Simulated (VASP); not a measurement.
# TaN (Immm) in VASP: single point with PBEsol

Aim: the single point of TaN with PBEsol.

Everything below comes from runs of VASP 6.6.1. Logs are shortened: lines on timing, memory, paths and dates and some standing lists are left out, and cuts for length are marked.

## (1) The cell of the first run

Symmetry: Immm, No. 71, orthorhombic system. The conventional cell has a = 2.939 Å, b = 3.248 Å, c = 4.375 Å, α = 90.00°, β = 90.00°, γ = 90.00°. Ta (site symmetry mmm) has 6 N at 2.19 Å and 10 Ta at 2.94 to 3.10 Å within 3.1 Å. N (site symmetry mmm) has 6 Ta at 2.19 Å and 10 N at 2.94 to 3.10 Å within 3.1 Å.

## (2) Single point, PBEsol (engineering shear strain xz -0.1000, normal strain along z +0.0000)

INCAR reads:

```
  PREC = Accurate
  ENCUT = 700
  EDIFF = 1E-6
  ISMEAR = 0
  SIGMA = 0.15
  LREAL = False
  LASPH = True
  NELM = 120
  ALGO = Normal
  ISIF = 2
  LWAVE = False
  LCHARG = True
  GGA = PS
  LELF = True
  LVHAR = True
  NBANDS = 16
  GGA_COMPAT = False
```

KPOINTS reads:

```
Automatic mesh
0
Gamma
  18 18 18
```

POSCAR reads:

```
TaN
1.0
   -0.1093721820      2.1874436400      2.1874436400
    2.0780714580      0.0000000000      2.0780714580
    2.1874436400      2.1874436400     -0.1093721820
Ta N
1 1
Direct
    0.5000000000      0.5000000000      0.5000000000
    0.0000000000      0.0000000000      0.0000000000
```

Potentials or basis: VASP PAW PBE potentials, release 64 (Ta_sv_GW, N).

Started as:

```console
$ cat potpaw_PBE.64/Ta_sv_GW/POTCAR potpaw_PBE.64/N/POTCAR > POTCAR
$ mpirun -np 1 vasp_std > vasp.out
```

OUTCAR:

```text
PREC = Accurate
   ENCUT = 700
   EDIFF = 1E-6
   ISMEAR = 0
   LREAL = False
   LASPH = True
   NELM = 120
   ISIF = 2
   GGA = PS

 ion  position               nearest neighbor table
   1  0.500  0.500  0.500-   2 2.19   2 2.19   2 2.19   2 2.19   2 2.19   2 2.19
   2  0.000  0.000  0.000-   1 2.19   1 2.19   1 2.19   1 2.19   1 2.19   1 2.19

  LATTYP: Found a body centered orthorhombic cell.
 ALAT       =     2.9388368395
 B/A-ratio  =     1.1052631579
 C/A-ratio  =     1.4886458551

  Lattice vectors:

 A1 = (   2.1874436400,  -2.1874436400,  -0.1093721820)
 A2 = (  -2.1874436400,  -2.1874436400,   0.1093721820)
 A3 = (   0.1093721820,   2.1874436400,  -2.1874436400)

Analysis of symmetry for initial positions (statically):
=====================================================================
 Subroutine PRICEL returns:
 Original cell was already a primitive cell.

 Routine SETGRP: Setting up the symmetry group for a
 body centered orthorhombic supercell.

 Subroutine GETGRP returns: Found  8 space group operations
 (whereof  8 operations were pure point group operations)
 out of a pool of  8 trial point group operations.

The static configuration has the point symmetry D_2h.

Analysis of symmetry for dynamics (positions and initial velocities):
=====================================================================
 Subroutine PRICEL returns:
 Original cell was already a primitive cell.

 Routine SETGRP: Setting up the symmetry group for a
 body centered orthorhombic supercell.

 Subroutine GETGRP returns: Found  8 space group operations
 (whereof  8 operations were pure point group operations)
 out of a pool of  8 trial point group operations.

The dynamic configuration has the point symmetry D_2h.

 Subroutine INISYM returns: Found  8 space group operations
 (whereof  8 operations are pure point group operations),
 and found     1 'primitive' translations

----------------------------------------------------------------------------------------

                                     Primitive cell

  volume of cell :      20.8811

  direct lattice vectors                    reciprocal lattice vectors
    -0.109372182  2.187443640  2.187443640    -0.217692684  0.228577318  0.217692684
     2.078071458  0.000000000  2.078071458     0.240607703 -0.228577318  0.240607703
     2.187443640  2.187443640 -0.109372182     0.217692684  0.228577318 -0.217692684

  length of vectors
     3.095445304  2.938836839  3.095445304     0.383442041  0.409916728  0.383442041

  position of ions in fractional coordinates (direct lattice)
     0.500000000  0.500000000  0.500000000
     0.000000000  0.000000000  0.000000000

  ion indices of the primitive-cell ions
   primitive index   ion index
                 1           1
                 2           2

----------------------------------------------------------------------------------------

 KPOINTS: Automatic mesh

Automatic generation of k-mesh.
 Grid dimensions read from file:
 generate k-points for:   18   18   18

 Generating k-lattice:

  Cartesian coordinates                     Fractional coordinates (reciprocal lattice)
    -0.012094038  0.012698740  0.012094038     0.055555556  0.000000000  0.000000000
     0.013367095 -0.012698740  0.013367095     0.000000000  0.055555556  0.000000000
     0.012094038  0.012698740 -0.012094038     0.000000000  0.000000000  0.055555556

  Length of vectors
     0.021302336  0.022773152  0.021302336

  Shift w.r.t. Gamma in fractional coordinates (k-lattice)
     0.000000000  0.000000000  0.000000000

 Subroutine IBZKPT returns following result:
 ===========================================

 Found    865 irreducible k-points:

 Following reciprocal coordinates:
            Coordinates               Weight
  0.000000  0.000000  0.000000      1.000000
  0.055556  0.000000 -0.000000      4.000000
  0.111111  0.000000 -0.000000      4.000000
  0.166667  0.000000  0.000000      4.000000
  0.222222  0.000000 -0.000000      4.000000
  0.277778  0.000000  0.000000      4.000000
[... 16 lines left out ...]
 -0.333333  0.055556  0.000000      8.000000
 -0.277778  0.055556 -0.000000      8.000000
 [... further k-points ...]
   k-points           NKPTS =    865   k-points in BZ     NKDIM =    865   number of bands    NBANDS=     16
   number of dos      NEDOS =    301   number of ions     NIONS =      2
   total plane-waves  NPLWV =  21952
   dimension x,y,z NGX =    28 NGY =   28 NGZ =   28
   dimension x,y,z NGXF=    56 NGYF=   56 NGZF=   56
   ions per type =               1   1
   NGX,Y,Z   is equivalent  to a cutoff of  15.04, 15.84, 15.04 a.u.
   NGXF,Y,Z  is equivalent  to a cutoff of  30.08, 31.68, 30.08 a.u.
 SYSTEM =  unknown system
   PREC   = accura    normal or accurate (medium, high low for compatibility)
   ISTART =      0    job   : 0-new  1-cont  2-samecut
   ICHARG =      2    charge: 1-file 2-atom 10-const
   ISPIN  =      1    spin polarized calculation?
   LNONCOLLINEAR =      F non collinear calculations
   LSORBIT =      F    spin-orbit coupling
   LASPH  =      T    aspherical Exc in radial PAW
   ENCUT  =  700.0 eV  51.45 Ry    7.17 a.u.   6.68  6.34  6.68*2*pi/ulx,y,z
   NELM   =    120;   NELMIN=  2; NELMDL= -5     # of ELM steps
   EDIFF  = 0.1E-05   stopping-criterion for ELM
   LREAL  =      F    real-space projection
   EDIFFG = 0.1E-04   stopping-criterion for IOM
   NSW    =      0    number of steps for IOM
   IBRION =     -1    ionic relax: 0-MD 1-quasi-New 2-CG
   NFREE  =      0    steps in history (QN), initial steepest desc. (CG)
   ISIF   =      2    stress and relaxation
   ISYM   =      2    0-nonsym 1-usesym 2-fastsym
   POTIM  = 0.5000    time-step for ionic-motion
   TEBEG  =    0.0;   TEEND  =   0.0 temperature during run
   PSTRESS=    0.0 pullay stress
   NELECT =      18.0000    total number of electrons
   NUPDOWN=      -1.0000    fix difference up-down
   EMIN   =  10.00;   EMAX   =-10.00  energy-range for DOS
   EFERMI =   0.00;   METHOD = LEGACY
   ISMEAR =     0;   SIGMA  =   0.15  broadening in eV -4-tet -1-fermi 0-gaus
   EFERMI_NEDOS =   21; number of points for ismear=-14 and -15
   IALGO  =     38    algorithm
   IMIX   =      4    mixing-type and parameters
     AMIX     =   0.40;   BMIX     =  1.00
     AMIX_MAG =   1.60;   BMIX_MAG =  1.00
  volume/ion in A,a.u.               =      10.44        70.46
  Fermi-wavevector in a.u.,A,eV,Ry     =   1.558049  2.944286 33.028377  2.427517
  Thomas-Fermi vector in A             =   2.661610
   LORBIT       =      0    0 simple, 1 ext, 2 COOP (PROOUT), +10 PAW based schemes
   GGA     = PS    functional components
   LHFCALC =     F    Hartree Fock is set to
   AEXX    =    0.0000 exact exchange contribution
   IVDW    =     0    specifies the selected vdW correction
   LEPSILON=     F    determine dielectric tensor
   LRPA    =     F    only Hartree local field effects (RPA)
 non-spin polarized calculation
 Gauss-broadening in eV      SIGMA  =   0.15
  energy-cutoff  :      700.00
  volume of cell :       20.88
 maximum number of plane-waves:       894
   NGX = 13   NGY = 13   NGZ = 13

 number of electron      18.0000001 magnetization

 Free energy of the ion-electron system (eV)
  ---------------------------------------------------
  ext. energy  EPLUGINS =         0.00000000
  ---------------------------------------------------
  free energy    TOTEN  =       -25.72408222 eV

  energy without entropy =      -25.71499510  energy(sigma->0) =      -25.71953866

 E-fermi :  13.8468     XC(G=0): -14.0655

 val. band max:       13.8425980814   @ k =  -0.1667   0.0556  -0.0000
 cond. band min:      13.8468772963   @ k =   0.2222  -0.3333   0.2222
 fundamental gap:      0.0042792149
 Fermi energy:        13.8468039763

 k-point     1 :       0.0000    0.0000    0.0000
  band No.  band energies     occupation
      1     -55.5663      2.00000
      2     -21.8333      2.00000
      3     -21.7612      2.00000
      4     -21.6005      2.00000
      5      -4.9989      2.00000
      6       9.8622      2.00000
[... 8 lines left out ...]
     15      23.1658      0.00000
     16      37.3662      0.00000

 k-point     2 :       0.0556    0.0000   -0.0000
  band No.  band energies     occupation
      1     -55.5648      2.00000
      2     -21.8521      2.00000
      3     -21.7712      2.00000
      4     -21.6032      2.00000
      5      -4.9240      2.00000
      6       9.4037      2.00000
[... 8 lines left out ...]
     15      23.3558      0.00000
     16      35.7063      0.00000

 k-point     3 :       0.1111    0.0000   -0.0000
  band No.  band energies     occupation
      1     -55.5604      2.00000
      2     -21.9205      2.00000
      3     -21.7851      2.00000
      4     -21.6110      2.00000
      5      -4.7054      2.00000
      6       8.4881      2.00000
[... 8 lines left out ...]
     15      23.8960      0.00000
     16      33.6848      0.00000

 k-point     4 :       0.1667    0.0000    0.0000
  band No.  band energies     occupation
      1     -55.5536      2.00000
      2     -22.0351      2.00000
      3     -21.7941      2.00000
      4     -21.6230      2.00000
      5      -4.3610      2.00000
      6       7.4808      2.00000
[... 8 lines left out ...]
     15      24.6791      0.00000
     16      31.8618      0.00000
[... 324 lines left out ...]
 k-point    22 :      -0.3889    0.0556    0.0000
  band No.  band energies     occupation
      1     -55.5176      2.00000
      2     -22.5884      2.00000
      3     -21.8239      2.00000
      4     -21.7074      2.00000
      5      -2.2984      2.00000
      6       3.8611      2.00000
[... 8 lines left out ...]
     15      25.0992      0.00000
     16      26.6485      0.00000

 k-point    23 :      -0.3333    0.0556    0.0000
  band No.  band energies     occupation
      1     -55.5235      2.00000
      2     -22.4962      2.00000
      3     -21.8185      2.00000
      4     -21.6974      2.00000
      5      -2.7184      2.00000
      6       4.4499      2.00000
[... 8 lines left out ...]
     15      25.3373      0.00000
     16      27.8125      0.00000

 k-point    24 :      -0.2778    0.0556   -0.0000
  band No.  band energies     occupation
      1     -55.5312      2.00000
      2     -22.3724      2.00000
      3     -21.8127      2.00000
      4     -21.6838      2.00000
      5      -3.2104      2.00000
      6       5.2080      2.00000
[... 8 lines left out ...]
     15      25.7577      0.00000
     16      29.1979      0.00000

 [... further k-points ...]

------------------------ aborting loop because EDIFF is reached ----------------------------------------

  FORCE on cell =-STRESS in cart. coord.  units (eV):
  Direction    XX          YY          ZZ          XY          YZ          ZX
  --------------------------------------------------------------------------------------
  -------------------------------------------------------------------------------------
  Total        0.3746243     -0.1777085      0.3746243      0.0000000      0.0000000      0.8010743
  in kB       28.7443842    -13.6353152     28.7443842      0.0000000      0.0000000     61.4652831
  external PRESSURE =      14.6178177 kB  Pullay stress =       0.0000000 kB

 VOLUME and BASIS-vectors are now :
 -----------------------------------------------------------------------------
  energy-cutoff  :      700.00
  volume of cell :       20.88
      direct lattice vectors                 reciprocal lattice vectors
    -0.109372182  2.187443640  2.187443640    -0.217692684  0.228577318  0.217692684
     2.078071458  0.000000000  2.078071458     0.240607703 -0.228577318  0.240607703
     2.187443640  2.187443640 -0.109372182     0.217692684  0.228577318 -0.217692684

 POSITION                                       TOTAL-FORCE (eV/Angst)
 -----------------------------------------------------------------------------------
      2.07807      2.18744      2.07807        -0.000000      0.000000      0.000000
      0.00000      0.00000      0.00000         0.000000      0.000000     -0.000000
 -----------------------------------------------------------------------------------
    total drift:                                0.000000      0.000000      0.000000

  FREE ENERGIE OF THE ION-ELECTRON SYSTEM (eV)
  ---------------------------------------------------
  free  energy   TOTEN  =       -25.7240822249 eV

  energy  without entropy=      -25.7149951022  energy(sigma->0) =      -25.71953866
```

Run time: 3 min. Hardware: 1 thread of Intel Xeon 6975P-C (Granite Rapids), shared host; peak memory 0.58 GiB.

Results:

| Property | Result |
| --- | --- |
| Free energy | -25.7241 eV |
| Pressure | 1.5 GPa |
| Band gap on the k mesh | zero (bands 9 and 10 overlap by 4.01 eV) |

Caveat: the cell differs from its parent crystal (engineering shear strain xz -0.1000, normal strain along z +0.0000); the PAW data sets were made with another functional, which shifts forces and pressure a little; spin-orbit coupling is left out, which moves the levels of the heavy elements.
